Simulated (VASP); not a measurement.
A run of VASP 6.6.1:

INCAR

```
PREC     = Accurate       # precision mode
ENCUT    = 520            # plane-wave cutoff, eV
EDIFF    = 1E-6           # SCF threshold, eV
ISMEAR   = 0              # smearing method
SIGMA    = 0.1            # smearing width, eV
LREAL    = F              # projectors in reciprocal space
LASPH    = T              # aspherical terms in the spheres
NELM     = 80             # most SCF steps
ALGO     = Fast           # electronic algorithm
ISIF     = 2              # what is computed and relaxed
LWAVE    = F              # write WAVECAR
LCHARG   = F              # write CHGCAR
GGA      = PE             # functional
NBANDS   = 16             # bands
```

KPOINTS

```
Automatic mesh
0
Gamma
  4 4 4
```

The input POSCAR:

```
NaTe2
1.0
    4.4989578000      0.0000000000      0.0000000000
    0.0000000000      4.4989578000      0.0000000000
    0.0000000000      0.0000000000      4.9805313000
Na Te
1 2
Direct
    0.5000000000      0.5000000000      0.0000000000
    0.5000000000      0.0000000000      0.5000000000
    0.0000000000      0.5000000000      0.5000000000
```

Potentials or basis: VASP PAW PBE potentials, release 64 (Na_pv, Te).

Launch:

```sh
$ cat potpaw_PBE.64/Na_pv/POTCAR potpaw_PBE.64/Te/POTCAR > POTCAR
$ mpirun -np 1 vasp_std > vasp.out
```

Hardware: 1 thread of Oxide Virtual Turin-like Processor, on a shared host.

Task: How long does it take, and how much memory?

Result: It took 28 s on 1 thread of Oxide Virtual Turin-like Processor (shared host), peak memory 0.18 GiB. Counts: scf iterations 14, k points 18.
